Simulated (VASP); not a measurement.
Runs of VASP 6.6.1 on NaRh. The structure is that of space group P-6m2 (No. 187), or close to it. The cells are those of the table. 

```tsv
task	cell	k mesh	cutoff (eV)	gap on the mesh (eV)	pressure (GPa)	relaxed volume (Å³/atom)
relaxation of cell and atoms	relaxed from a = 3.377, b = 3.377, c = 5.222 Å, angles 90.0, 90.0, 120.0°, 2 atoms	6 × 6 × 4	600	none	0.0	16.55
single point	a = 2.763, b = 2.763, c = 5.012 Å, angles 90.0, 90.0, 120.0°, 2 atoms	24 × 24 × 12	520	none	0.1	-
relaxation of cell and atoms	relaxed from a = 2.760, b = 2.760, c = 5.008 Å, angles 90.0, 90.0, 120.0°, 2 atoms	24 × 24 × 12	600	none	0.0	(a)
single point	a = 2.760, b = 2.760, c = 5.008 Å, angles 90.0, 90.0, 120.0°, 2 atoms	6 × 6 × 4	520	none	0.1	-
```

Alike in all rows: level PBE; potentials or basis VASP PAW PBE potentials, release 64 (Na_pv, Rh_pv); no spin polarisation; smearing gaussian 0.1 eV.

Task: Fill in the values left out.

Result: (a) 16.57.

Caveats: some runs use coarse meshes; the volume moved by over 15 % at a fixed basis, so the end points are rough (some runs).

A k mesh can miss the band edges, and the runs leave out spin-orbit coupling on Rh.

A gap of «none» marks levels without a gap at the run's occupations.
